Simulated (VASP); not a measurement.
Write the native input for VASP 6.6.1 that does the following.

```yaml
Task: single point
Functional: r2SCAN
Potentials_or_basis: VASP PAW PBE potentials, release 64 (Ti_sv, Si)
Cutoff: 520 eV
k_mesh: 10 × 10 × 10
Occupations: gaussian, width 0.1 eV
Spin: no spin polarisation
Dipole_correction: no
Further_INCAR_settings: ALGO = Normal; EDIFF = 1e-06; NBANDS = 29
```

TiSi2:

```xyz
6
Lattice="1.7651 -6.7593 0.0000 1.7651 6.7593 0.0000 0.0000 0.0000 3.5652" Properties=species:S:1:pos:R:3 pbc="T T T"
Ti    1.7651   -5.3642    2.6739
Ti    1.7651    5.3642    0.8913
Si    1.7651   -0.7879    2.6739
Si    1.7651    0.7879    0.8913
Si    1.7651    3.3821    2.6739
Si    1.7651   -3.3821    0.8913
```

One way to write it, as run:

POSCAR

```
TiSi2
1.0
    1.7651050250     -6.7592815350      0.0000000000
    1.7651050250      6.7592815350      0.0000000000
    0.0000000000      0.0000000000      3.5651739700
Ti Si
2 4
Direct
    0.8968027277      0.1031972723      0.7500000000
    0.1031972723      0.8968027277      0.2500000000
    0.5582792026      0.4417207974      0.7500000000
    0.4417207974      0.5582792026      0.2500000000
    0.2498187205      0.7501812795      0.7500000000
    0.7501812795      0.2498187205      0.2500000000
```

INCAR.step1

```
SYSTEM = TiSi2
PREC = Accurate ; ENCUT = 520
ISMEAR = 0 ; SIGMA = 0.1
LREAL = .FALSE. ; LASPH = .TRUE.
NELM = 80 ; NBANDS = 29
GGA = PE ; ALGO = Normal
EDIFF = 1E-4 ; LWAVE = .TRUE.
LCHARG = .FALSE.
```

INCAR.step2

```
SYSTEM = TiSi2
PREC = Accurate ; ENCUT = 520
EDIFF = 1E-6 ; ISMEAR = 0
SIGMA = 0.1 ; LREAL = .FALSE.
LASPH = .TRUE. ; NELM = 80
ALGO = Normal ; ISIF = 2
LWAVE = .FALSE. ; LCHARG = .TRUE.
METAGGA = R2SCAN ; LMIXTAU = .TRUE.
LELF = .TRUE. ; LVHAR = .TRUE.
NBANDS = 29 ; ISTART = 1
```

KPOINTS

```
Automatic mesh
0
G
  10 10 10
  0 0 0
```

Potentials or basis: VASP PAW PBE potentials, release 64 (Ti_sv, Si).

Run with:

```bash
$ cat potpaw_PBE.64/Ti_sv/POTCAR potpaw_PBE.64/Si/POTCAR > POTCAR
$ cp INCAR.step1 INCAR
$ mpirun -np 1 vasp_std > vasp.out
$ cp INCAR.step2 INCAR
$ mpirun -np 1 vasp_std > vasp.out
```

Results of the run:

* Pressure: 0.1 GPa
* Largest force: 0.016 eV/Å
* Band gap on the k mesh: zero (bands 20 and 21 overlap by 1.03 eV)

Caveat: the PAW data sets were made with another functional, which shifts forces and pressure a little.

Wall time 32 min on 1 thread of Intel(R) Xeon(R) Platinum 8488C (Sapphire Rapids) (shared host), peak memory 0.56 GiB.
